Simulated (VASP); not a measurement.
# Cu18N in VASP: single point with PBE+D3(BJ)

Aim: the single point of Cu18N with PBE+D3(BJ).

All numbers are computed with VASP 6.6.1; they aren't measurements. Logs are shortened: lines on timing, memory, paths and dates and some standing lists are left out, and cuts for length are marked.

## (1) The cell of the first run

The cell holds a slab with vacuum, 19 atoms: a = 10.830 Å, b = 5.105 Å, c = 15.553 Å, α = 90.00°, β = 90.00°, γ = 90.00°.

## (2) Single point, PBE+D3(BJ)

INCAR reads:

```
SYSTEM = Cu18N
PREC     = Accurate       ! precision mode
ENCUT    = 520            ! plane-wave cutoff, eV
EDIFF    = 1E-7           ! SCF threshold, eV
ISMEAR   = -1             ! smearing method
SIGMA    = 0.05           ! smearing width, eV
LREAL    = Auto         
LASPH    = .TRUE.         ! aspherical terms in the spheres
NELM     = 80             ! most SCF steps
ALGO     = Normal         ! electronic algorithm
ISIF     = 2              ! what is computed and relaxed
LWAVE    = .FALSE.        ! write WAVECAR
LCHARG   = .TRUE.         ! write CHGCAR
GGA      = PE             ! functional
IVDW     = 12             ! dispersion correction
LELF     = .TRUE.         ! ELF
LVHAR    = .TRUE.       
NBANDS   = 116            ! bands
```

KPOINTS reads:

```
Automatic mesh
0
G
  2 3 1
  0 0 0
```

POSCAR reads:

```
Cu18N
1.0
   10.8300000000      0.0000000000      0.0000000000
    0.0000000000      5.1053110000      0.0000000000
    0.0000000000      0.0000000000     15.5526550000
Cu N
18 1
Direct
    0.0000000000      0.0000000000      0.0642977035
    0.3333333333      0.0000000000      0.0642977035
    0.6666666667      0.0000000000      0.0642977035
    0.0000000000      0.5000087164      0.0642977035
    0.3333333333      0.5000087164      0.0642977035
    0.6666666667      0.5000087164      0.0642977035
    0.1649953832      0.2543821522      0.1426058766
    0.4973222530      0.2634903143      0.1417957256
    0.8339612188      0.2402987791      0.1445669566
    0.1670637119      0.7467909399      0.1431652666
    0.5022345337      0.7427755136      0.1404004654
    0.8335364728      0.7673381700      0.1479683051
    0.0058171745      0.0039174891      0.2221164168
    0.3391320406     -0.0040937761      0.2198081292
    0.6501569714      0.0035257402      0.2224057564
    0.0101939058      0.5018499363      0.2282504177
    0.3328439520      0.4942695949      0.2184257286
    0.6593074792      0.4950530927      0.2280060864
    0.8352169898      0.4835748498      0.2354260414
```

Potentials or basis: VASP PAW PBE potentials, release 64 (Cu, N).

The run is started by

```bash
$ cat potpaw_PBE.64/Cu/POTCAR potpaw_PBE.64/N/POTCAR > POTCAR
$ mpirun -np 1 vasp_std > vasp.out
```

OUTCAR:

```text
SYSTEM = Cu18N
   PREC = Accurate
   ENCUT = 520
   EDIFF = 1E-7
   ISMEAR = -1
   LREAL = Auto
   LASPH = .TRUE.
   NELM = 80
   ISIF = 2
   GGA = PE
   IVDW = 12
 IVDW          = 12

 ion  position               nearest neighbor table
   1  0.000  0.000  0.064-  13 2.46   9 2.51  12 2.52   7 2.52  10 2.54   4 2.55   4 2.55
   2  0.333  0.000  0.064-  14 2.42   8 2.53  10 2.53  11 2.54   7 2.55   5 2.55   5 2.55
   3  0.667  0.000  0.064-  15 2.47  11 2.51   9 2.52  12 2.52   6 2.55   6 2.55   8 2.57
   4  0.000  0.500  0.064-   7 2.50  10 2.52  16 2.55   1 2.55   1 2.55   9 2.56  12 2.61
   5  0.333  0.500  0.064-  17 2.40   8 2.46  11 2.51  10 2.52   7 2.53   2 2.55   2 2.55
   6  0.667  0.500  0.064-  11 2.47   8 2.50  18 2.55   3 2.55   3 2.55   9 2.57  12 2.61
   7  0.165  0.254  0.143-  13 2.48  16 2.49  17 2.49   4 2.50  10 2.51   1 2.52   5 2.53   2 2.55
                            10 2.59  14 2.60
   8  0.497  0.263  0.142-  17 2.45  11 2.45   5 2.46  15 2.46  18 2.50  14 2.50   6 2.50   2 2.53
                             3 2.57  11 2.66
   9  0.834  0.240  0.145-  19 1.88  12 2.42   1 2.51   3 2.52  13 2.52   4 2.56   6 2.57  15 2.62
                            18 2.64  16 2.67  12 2.69
  10  0.167  0.747  0.143-  16 2.49  17 2.50  13 2.51   7 2.51   5 2.52   4 2.52   2 2.53   1 2.54
                            14 2.55   7 2.59
  11  0.502  0.743  0.140-  15 2.44   8 2.45   6 2.47   5 2.51   3 2.51  14 2.51  18 2.52  17 2.54
                             2 2.54   8 2.66
  12  0.834  0.767  0.148-  19 1.99   9 2.42  13 2.50   1 2.52   3 2.52  15 2.60   4 2.61   6 2.61
[... 6 lines left out ...]
  17  0.333  0.494  0.218-   5 2.40   8 2.45   7 2.49  10 2.50  11 2.54  14 2.55  14 2.56
  18  0.659  0.495  0.228-  19 1.91   8 2.50  15 2.51  11 2.52   6 2.55  15 2.60   9 2.64  12 2.65

  19  0.835  0.484  0.235-   9 1.88  16 1.90  18 1.91  12 1.99

  LATTYP: Found a simple orthorhombic cell.
 ALAT       =     5.1053110000
 B/A-ratio  =     2.1213203270
 C/A-ratio  =     3.0463677923

  Lattice vectors:

 A1 = (   0.0000000000,  -5.1053110000,   0.0000000000)
 A2 = (  10.8300000000,   0.0000000000,   0.0000000000)
 A3 = (   0.0000000000,   0.0000000000,  15.5526550000)

Analysis of symmetry for initial positions (statically):
=====================================================================
 Subroutine PRICEL returns:
 Original cell was already a primitive cell.

 Routine SETGRP: Setting up the symmetry group for a
 simple orthorhombic supercell.

 Subroutine GETGRP returns: Found  1 space group operations
 (whereof  1 operations were pure point group operations)
 out of a pool of  8 trial point group operations.

The static configuration has the point symmetry C_1 .

Analysis of symmetry for dynamics (positions and initial velocities):
[... 132 lines left out ...]
   POTIM  = 0.5000    time-step for ionic-motion
   TEBEG  =    0.0;   TEEND  =   0.0 temperature during run
   PSTRESS=    0.0 pullay stress
   NELECT =     203.0000    total number of electrons
   NUPDOWN=      -1.0000    fix difference up-down
   EMIN   =  10.00;   EMAX   =-10.00  energy-range for DOS
   EFERMI =   0.00;   METHOD = LEGACY
   ISMEAR =    -1;   SIGMA  =   0.05  broadening in eV -4-tet -1-fermi 0-gaus
   EFERMI_NEDOS =   21; number of points for ismear=-14 and -15
   IALGO  =     38    algorithm
   IMIX   =      4    mixing-type and parameters
     AMIX     =   0.40;   BMIX     =  1.00
     AMIX_MAG =   1.60;   BMIX_MAG =  1.00
  volume/ion in A,a.u.               =      45.26       305.42
  Fermi-wavevector in a.u.,A,eV,Ry     =   1.011785  1.911997 13.928418  1.023710
  Thomas-Fermi vector in A             =   2.144856
   LORBIT       =      0    0 simple, 1 ext, 2 COOP (PROOUT), +10 PAW based schemes
   GGA     = PE    functional components
   LHFCALC =     F    Hartree Fock is set to
   AEXX    =    0.0000 exact exchange contribution
   IVDW    =    12    specifies the selected vdW correction
   LEPSILON=     F    determine dielectric tensor
   LRPA    =     F    only Hartree local field effects (RPA)
 non-spin polarized calculation
  energy-cutoff  :      520.00
  volume of cell :      859.91
 maximum number of plane-waves:     23208
 NGX is ok and might be reduce to    84
   NGX = 41   NGY = 19   NGZ = 57

 number of electron     202.9999964 magnetization

 Free energy of the ion-electron system (eV)
  ---------------------------------------------------
  ext. energy  EPLUGINS =         0.00000000
  ---------------------------------------------------
  free energy    TOTEN  =       -63.33955416 eV

  energy without entropy =      -63.26525999  energy(sigma->0) =      -63.30240708

 E-fermi :  -1.3235     XC(G=0):  -4.4546

 val. band max:       -1.3370965554   @ k =   0.5000   0.3333   0.0000
 cond. band min:      -1.1313399614   @ k =   0.0000   0.3333   0.0000
 fundamental gap:      0.2057565940
 Fermi energy:        -1.3235420687

 k-point     1 :       0.0000    0.0000    0.0000
  band No.  band energies     occupation
      1     -15.8723      2.00000
      2      -8.9557      2.00000
      3      -8.1053      2.00000
      4      -7.6045      2.00000
      5      -6.8877      2.00000
      6      -6.3753      2.00000
[... 453 lines left out ...]
    112       1.7843      0.00000
    113       1.8931      0.00000
 [bands above 113 left out]

------------------------ aborting loop because EDIFF is reached ----------------------------------------

 Edisp (eV)   -5.19953

 E8    (eV) :    -2.3475

  FORCE on cell =-STRESS in cart. coord.  units (eV):
  Direction    XX          YY          ZZ          XY          YZ          ZX
  --------------------------------------------------------------------------------------
  -------------------------------------------------------------------------------------
  Total     -10.04901   -13.13618     1.17319     0.01461     0.83460     0.06774
  in kB     -18.72314   -24.47510     2.18586     0.02723     1.55501     0.12621
  external pressure =      -13.67 kB  Pullay stress =        0.00 kB

 VOLUME and BASIS-vectors are now :
 -----------------------------------------------------------------------------
  energy-cutoff  :      520.00
  volume of cell :      859.91
      direct lattice vectors                 reciprocal lattice vectors
    10.830000000  0.000000000  0.000000000     0.092336103  0.000000000  0.000000000
     0.000000000  5.105311000  0.000000000     0.000000000  0.195874453  0.000000000
     0.000000000  0.000000000 15.552655000     0.000000000  0.000000000  0.064297704

 POSITION                                       TOTAL-FORCE (eV/Angst)
 -----------------------------------------------------------------------------------
      0.00000      0.00000      1.00000        -0.056519     -0.034026     -0.058888
      3.61000      0.00000      1.00000        -0.035827      0.003787     -0.043819
      7.22000      0.00000      1.00000         0.094166      0.037575      0.004373
      0.00000      2.55270      1.00000         0.054580      0.059671      0.051622
      3.61000      2.55270      1.00000        -0.132855      0.058120     -0.290533
      7.22000      2.55270      1.00000         0.053431     -0.002517      0.001342
[... 11 lines left out ...]
      7.14030      2.52740      3.54610         0.319234      0.160551     -0.003670
      9.04540      2.46880      3.66150        -0.086111      0.536810      0.152341
 -----------------------------------------------------------------------------------
    total drift:                               -0.002956      0.003652      0.004638

  FREE ENERGIE OF THE ION-ELECTRON SYSTEM (eV)
  ---------------------------------------------------
  free  energy   TOTEN  =       -68.5390867984 eV

  energy  without entropy=      -68.4647926290  energy(sigma->0) =      -68.50193971
```

Wall time 19 min (1 thread of Oxide Virtual Turin-like, shared host); peak memory 0.86 GiB.

What came out:

```yaml
Free_energy: -68.5391 eV
Largest_force: 0.565 eV/Å
Dispersion_energy_per_atom: -0.274 eV
```

Forces in eV/Å, atoms in the order of the input:
```
Cu  -0.057 -0.034 -0.059
Cu  -0.036  0.004 -0.044
Cu   0.094  0.038  0.004
Cu   0.055  0.060  0.052
Cu  -0.133  0.058 -0.291
Cu   0.053 -0.003  0.001
Cu   0.176 -0.193 -0.071
Cu   0.229 -0.449 -0.135
Cu  -0.117 -0.186 -0.290
Cu  -0.006  0.163 -0.042
Cu  -0.168  0.251 -0.014
Cu  -0.141 -0.440  0.081
Cu   0.196 -0.059  0.153
Cu  -0.104 -0.014  0.021
Cu   0.096 -0.095  0.090
Cu  -0.317  0.070  0.032
Cu  -0.055  0.132  0.362
Cu   0.319  0.161 -0.004
N   -0.086  0.537  0.152
```

Caveat: the k points lie up to 0.41 Å⁻¹ apart.
